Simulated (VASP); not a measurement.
# RbCl (Fm-3m) in VASP: a series of runs

RbCl is run at these levels: PBEsol; tasks: single point.

All numbers are computed with VASP 6.6.1; they aren't measurements. Logs are shortened: lines on timing, memory, paths and dates and some standing lists are left out, and cuts for length are marked.

## 1. The cell of the first run

Symmetry: Fm-3m, No. 225, cubic system. Conventional cell: a = 6.611 Å, b = 6.611 Å, c = 6.611 Å, α = 90.00°, β = 90.00°, γ = 90.00°. Within 4.3 Å of Rb (site symmetry m-3m) lie 6 Cl at 3.31 Å. Within 4.3 Å of Cl (site symmetry m-3m) lie 6 Rb at 3.31 Å.

## 2. Single point, PBEsol

The input, INCAR:

```
SYSTEM = RbCl
ALGO = Normal
EDIFF = 1E-6
ENCUT = 500
GGA = PS
GGA_COMPAT = .FALSE.
ISIF = 2
ISMEAR = -5
LASPH = .TRUE.
LCHARG = .FALSE.
LREAL = .FALSE.
LWAVE = .FALSE.
NBANDS = 15
NELM = 120
PREC = Accurate
SIGMA = 0.1
```

The input, KPOINTS:

```
k-points
0
G
  4 4 4
  0 0 0
```

The input, POSCAR:

```
RbCl
1.0
    0.0000000000      3.3057264139      3.3057264139
    3.3057264139      0.0000000000      3.3057264139
    3.3057264139      3.3057264139      0.0000000000
Rb Cl
1 1
Direct
    0.0000000000      0.0000000000      0.0000000000
    0.5000000000      0.5000000000      0.5000000000
```

Potentials or basis: VASP PAW PBE potentials, release 64 (Rb_sv, Cl).

On the command line:

```sh
cat potpaw_PBE.64/Rb_sv/POTCAR potpaw_PBE.64/Cl/POTCAR > POTCAR
mpirun -np 1 vasp_std > vasp.out
```

OUTCAR:

```text
SYSTEM = RbCl
   EDIFF = 1E-6
   ENCUT = 500
   GGA = PS
   ISIF = 2
   ISMEAR = -5
   LASPH = .TRUE.
   LREAL = .FALSE.
   NELM = 120
   PREC = Accurate

 ion  position               nearest neighbor table
   1  0.000  0.000  0.000-   2 3.31   2 3.31   2 3.31   2 3.31   2 3.31   2 3.31
   2  0.500  0.500  0.500-   1 3.31   1 3.31   1 3.31   1 3.31   1 3.31   1 3.31

  LATTYP: Found a face centered cubic cell.
 ALAT       =     6.6114528278

  Lattice vectors:

 A1 = (   0.0000000000,   3.3057264139,   3.3057264139)
 A2 = (   3.3057264139,   0.0000000000,   3.3057264139)
 A3 = (   3.3057264139,   3.3057264139,   0.0000000000)

Analysis of symmetry for initial positions (statically):
=====================================================================
 Subroutine PRICEL returns:
 Original cell was already a primitive cell.

 Routine SETGRP: Setting up the symmetry group for a
 face centered cubic supercell.

 Subroutine GETGRP returns: Found 48 space group operations
 (whereof 48 operations were pure point group operations)
 out of a pool of 48 trial point group operations.

The static configuration has the point symmetry O_h .

Analysis of symmetry for dynamics (positions and initial velocities):
=====================================================================
 Subroutine PRICEL returns:
 Original cell was already a primitive cell.

 Routine SETGRP: Setting up the symmetry group for a
 face centered cubic supercell.

 Subroutine GETGRP returns: Found 48 space group operations
 (whereof 48 operations were pure point group operations)
 out of a pool of 48 trial point group operations.

The dynamic configuration has the point symmetry O_h .

 Subroutine INISYM returns: Found 48 space group operations
 (whereof 48 operations are pure point group operations),
 and found     1 'primitive' translations

----------------------------------------------------------------------------------------

                                     Primitive cell

  volume of cell :      72.2488

  direct lattice vectors                    reciprocal lattice vectors
     0.000000000  3.305726414  3.305726414    -0.151252686  0.151252686  0.151252686
     3.305726414  0.000000000  3.305726414     0.151252686 -0.151252686  0.151252686
     3.305726414  3.305726414  0.000000000     0.151252686  0.151252686 -0.151252686

  length of vectors
     4.675003128  4.675003128  4.675003128     0.261977337  0.261977337  0.261977337

  position of ions in fractional coordinates (direct lattice)
     0.000000000  0.000000000  0.000000000
     0.500000000  0.500000000  0.500000000

  ion indices of the primitive-cell ions
   primitive index   ion index
                 1           1
                 2           2

----------------------------------------------------------------------------------------

 KPOINTS: k-points

Automatic generation of k-mesh.
 Grid dimensions read from file:
 generate k-points for:    4    4    4

 Generating k-lattice:

  Cartesian coordinates                     Fractional coordinates (reciprocal lattice)
    -0.037813172  0.037813172  0.037813172     0.250000000  0.000000000  0.000000000
     0.037813172 -0.037813172  0.037813172     0.000000000  0.250000000  0.000000000
     0.037813172  0.037813172 -0.037813172     0.000000000  0.000000000  0.250000000

  Length of vectors
     0.065494334  0.065494334  0.065494334

  Shift w.r.t. Gamma in fractional coordinates (k-lattice)
     0.000000000  0.000000000  0.000000000

 TETIRR: Found      9 inequivalent tetrahedra from      384

 Subroutine IBZKPT returns following result:
 ===========================================

 Found      8 irreducible k-points:

 Following reciprocal coordinates:
            Coordinates               Weight
  0.000000  0.000000  0.000000      1.000000
  0.250000  0.000000  0.000000      8.000000
  0.500000  0.000000  0.000000      4.000000
  0.250000  0.250000  0.000000      6.000000
  0.500000  0.250000  0.000000     24.000000
 -0.250000  0.250000  0.000000     12.000000
  0.500000  0.500000  0.000000      3.000000
 -0.250000  0.500000  0.250000      6.000000
   k-points           NKPTS =      8   k-points in BZ     NKDIM =      8   number of bands    NBANDS=     15
   number of dos      NEDOS =    301   number of ions     NIONS =      2
   total plane-waves  NPLWV =  46656
   dimension x,y,z NGX =    36 NGY =   36 NGZ =   36
   dimension x,y,z NGXF=    72 NGYF=   72 NGZF=   72
   ions per type =               1   1
   NGX,Y,Z   is equivalent  to a cutoff of  12.80, 12.80, 12.80 a.u.
   NGXF,Y,Z  is equivalent  to a cutoff of  25.60, 25.60, 25.60 a.u.
 SYSTEM =  RbCl
   PREC   = accura    normal or accurate (medium, high low for compatibility)
   ISTART =      0    job   : 0-new  1-cont  2-samecut
   ICHARG =      2    charge: 1-file 2-atom 10-const
   ISPIN  =      1    spin polarized calculation?
   LNONCOLLINEAR =      F non collinear calculations
   LSORBIT =      F    spin-orbit coupling
   LASPH  =      T    aspherical Exc in radial PAW
   ENCUT  =  500.0 eV  36.75 Ry    6.06 a.u.   8.52  8.52  8.52*2*pi/ulx,y,z
   NELM   =    120;   NELMIN=  2; NELMDL= -5     # of ELM steps
   EDIFF  = 0.1E-05   stopping-criterion for ELM
   LREAL  =      F    real-space projection
   EDIFFG = 0.1E-04   stopping-criterion for IOM
   NSW    =      0    number of steps for IOM
   IBRION =     -1    ionic relax: 0-MD 1-quasi-New 2-CG
   NFREE  =      0    steps in history (QN), initial steepest desc. (CG)
   ISIF   =      2    stress and relaxation
   ISYM   =      2    0-nonsym 1-usesym 2-fastsym
   POTIM  = 0.5000    time-step for ionic-motion
   TEBEG  =    0.0;   TEEND  =   0.0 temperature during run
   PSTRESS=    0.0 pullay stress
   NELECT =      16.0000    total number of electrons
   NUPDOWN=      -1.0000    fix difference up-down
   EMIN   =  10.00;   EMAX   =-10.00  energy-range for DOS
   EFERMI =   0.00;   METHOD = LEGACY
   ISMEAR =    -5;   SIGMA  =   0.10  broadening in eV -4-tet -1-fermi 0-gaus
   EFERMI_NEDOS =   21; number of points for ismear=-14 and -15
   IALGO  =     38    algorithm
   IMIX   =      4    mixing-type and parameters
     AMIX     =   0.40;   BMIX     =  1.00
     AMIX_MAG =   1.60;   BMIX_MAG =  1.00
  volume/ion in A,a.u.               =      36.12       243.78
  Fermi-wavevector in a.u.,A,eV,Ry     =   0.990462  1.871702 13.347525  0.981015
  Thomas-Fermi vector in A             =   2.122134
   LORBIT       =      0    0 simple, 1 ext, 2 COOP (PROOUT), +10 PAW based schemes
   GGA     = PS    functional components
   LHFCALC =     F    Hartree Fock is set to
   AEXX    =    0.0000 exact exchange contribution
   IVDW    =     0    specifies the selected vdW correction
   LEPSILON=     F    determine dielectric tensor
   LRPA    =     F    only Hartree local field effects (RPA)
 non-spin polarized calculation
 Fermi weights with tetrahedron method with Bloechl corrections
  energy-cutoff  :      500.00
  volume of cell :       72.25
 maximum number of plane-waves:      1856
 NGX is ok and might be reduce to    36
   NGX = 17   NGY = 17   NGZ = 17

 number of electron      16.0000002 magnetization

 Free energy of the ion-electron system (eV)
  ---------------------------------------------------
  ext. energy  EPLUGINS =         0.00000000
  ---------------------------------------------------
  free energy    TOTEN  =        -6.89164541 eV

  energy without entropy =       -6.89164541  energy(sigma->0) =       -6.89164541

 E-fermi :  -1.9465     XC(G=0):  -7.4663

 val. band max:       -2.0001635845   @ k =   0.0000   0.0000   0.0000
 cond. band min:       2.8037091876   @ k =   0.0000   0.0000   0.0000
 fundamental gap:      4.8038727720
 Fermi energy:        -1.9464642130

 k-point     1 :       0.0000    0.0000    0.0000
  band No.  band energies     occupation
      1     -25.9104      2.00000
      2     -13.9563      2.00000
      3      -9.9700      2.00000
      4      -9.9700      2.00000
      5      -9.9700      2.00000
      6      -2.0002      2.00000
      7      -2.0002      2.00000
      8      -2.0002      2.00000
      9       2.8037      0.00000
     10       5.8990      0.00000
     11       5.8990      0.00000
     12       5.8990      0.00000
     13       6.8683      0.00000
     14       6.8683      0.00000
     15       9.8751      0.00000

 k-point     2 :       0.2500    0.0000    0.0000
  band No.  band energies     occupation
      1     -25.9028      2.00000
      2     -13.9861      2.00000
      3      -9.9763      2.00000
      4      -9.9763      2.00000
      5      -9.9581      2.00000
      6      -2.4849      2.00000
      7      -2.1745      2.00000
      8      -2.1745      2.00000
      9       4.0624      0.00000
     10       5.6487      0.00000
     11       6.6523      0.00000
     12       6.6523      0.00000
     13       7.7267      0.00000
     14       7.7267      0.00000
     15      11.5186      0.00000

 k-point     3 :       0.5000    0.0000    0.0000
  band No.  band energies     occupation
      1     -25.8952      2.00000
      2     -14.0156      2.00000
      3      -9.9824      2.00000
      4      -9.9824      2.00000
      5      -9.9467      2.00000
      6      -2.8688      2.00000
      7      -2.3364      2.00000
      8      -2.3364      2.00000
      9       5.5553      0.00000
     10       5.8191      0.00000
     11       8.0408      0.00000
     12       8.0408      0.00000
     13       9.2108      0.00000
     14       9.2108      0.00000
     15       9.8611      0.00000
[... 55 lines left out ...]
 k-point     7 :       0.5000    0.5000    0.0000
  band No.  band energies     occupation
      1     -25.8910      2.00000
      2     -13.9079      2.00000
      3     -10.2218      2.00000
      4     -10.0687      2.00000
      5     -10.0687      2.00000
      6      -2.3317      2.00000
      7      -2.1056      2.00000
      8      -2.1056      2.00000
      9       4.0998      0.00000
     10       5.8833      0.00000
     11       7.4860      0.00000
     12       7.9711      0.00000
     13       8.2505      0.00000
     14       9.6471      0.00000
     15       9.6471      0.00000

 k-point     8 :      -0.2500    0.5000    0.2500
  band No.  band energies     occupation
      1     -25.8907      2.00000
      2     -13.9396      2.00000
      3     -10.1456      2.00000
      4     -10.1456      2.00000
      5      -9.9594      2.00000
      6      -2.4419      2.00000
      7      -2.2463      2.00000
      8      -2.2463      2.00000
      9       5.5399      0.00000
     10       5.5399      0.00000
     11       7.1783      0.00000
     12       7.1973      0.00000
     13       9.3907      0.00000
     14       9.6908      0.00000
     15      10.1234      0.00000

------------------------ aborting loop because EDIFF is reached ----------------------------------------

  FORCE on cell =-STRESS in cart. coord.  units (eV):
  Direction    XX          YY          ZZ          XY          YZ          ZX
  --------------------------------------------------------------------------------------
  -------------------------------------------------------------------------------------
  Total       -0.2104498     -0.2104498     -0.2104498     -0.0000000     -0.0000000      0.0000000
  in kB       -4.6668978     -4.6668978     -4.6668978     -0.0000000     -0.0000000      0.0000000
  external PRESSURE =      -4.6668978 kB  Pullay stress =       0.0000000 kB

 VOLUME and BASIS-vectors are now :
 -----------------------------------------------------------------------------
  energy-cutoff  :      500.00
  volume of cell :       72.25
      direct lattice vectors                 reciprocal lattice vectors
     0.000000000  3.305726414  3.305726414    -0.151252686  0.151252686  0.151252686
     3.305726414  0.000000000  3.305726414     0.151252686 -0.151252686  0.151252686
     3.305726414  3.305726414  0.000000000     0.151252686  0.151252686 -0.151252686

 POSITION                                       TOTAL-FORCE (eV/Angst)
 -----------------------------------------------------------------------------------
      0.00000      0.00000      0.00000         0.000000     -0.000000     -0.000000
      3.30573      3.30573      3.30573        -0.000000      0.000000      0.000000
 -----------------------------------------------------------------------------------
    total drift:                                0.000000      0.000000      0.000000

  FREE ENERGIE OF THE ION-ELECTRON SYSTEM (eV)
  ---------------------------------------------------
  free  energy   TOTEN  =        -6.8916454116 eV

  energy  without entropy=       -6.8916454116  energy(sigma->0) =       -6.89164541
```

Run time: 20 s. Hardware: 1 thread of Intel Xeon 8259CL, shared host; peak memory 0.2 GiB.

Results:

```yaml
Free_energy: -6.8916 eV
Pressure: -0.5 GPa
Band_gap_on_the_k_mesh: 4.80 eV
```

Caveat: the PAW data sets were made with another functional, which shifts forces and pressure a little. A hybrid or GW would open this gap; PBEsol tends to underestimate it.

## 3. Single point, PBEsol

The input, INCAR:

```
SYSTEM = RbCl
PREC = Accurate ; ENCUT = 500
EDIFF = 1E-6 ; ISMEAR = 0
SIGMA = 0.01 ; LREAL = .False.
LASPH = .True. ; NELM = 120
ALGO = Normal ; ISIF = 2
LWAVE = .False. ; LCHARG = .True.
GGA = PS ; LELF = .True.
LVHAR = .True. ; NBANDS = 15
GGA_COMPAT = .False.
```

The input, KPOINTS:

```
regular mesh
0
Gamma
  4 4 4
  0 0 0
```

POSCAR is that of step 2.

Potentials or basis: VASP PAW PBE potentials, release 64 (Rb_sv, Cl).

On the command line:

```sh
cat potpaw_PBE.64/Rb_sv/POTCAR potpaw_PBE.64/Cl/POTCAR > POTCAR
mpirun -np 1 vasp_std > vasp.out
```

Wall time 19 s (1 thread of Intel Xeon 8259CL, shared host); peak memory 0.2 GiB.

It converged, with:

| Item | Value |
| --- | --- |
| Free energy | -6.8916 eV |
| Pressure | -0.5 GPa |
| Band gap on the k mesh | 4.80 eV |

Levels at points of the mesh, in eV from the valence-band top:
```csv
k point,band 5,band 6,band 7,band 8,band 9,band 10,band 11,band 12
"(0.00, 0.00, 0.00)",-7.97,0.00,0.00,0.00,4.80,7.90,7.90,7.90
"(0.50, 0.00, 0.00)",-7.95,-0.87,-0.34,-0.34,7.56,7.82,10.04,10.04
"(0.50, 0.50, 0.00)",-8.07,-0.33,-0.11,-0.11,6.10,7.88,9.49,9.97
```

Caveat: the PAW data sets were made with another functional, which shifts forces and pressure a little. PBEsol gaps usually lie below the measured ones, often by a third to a half.
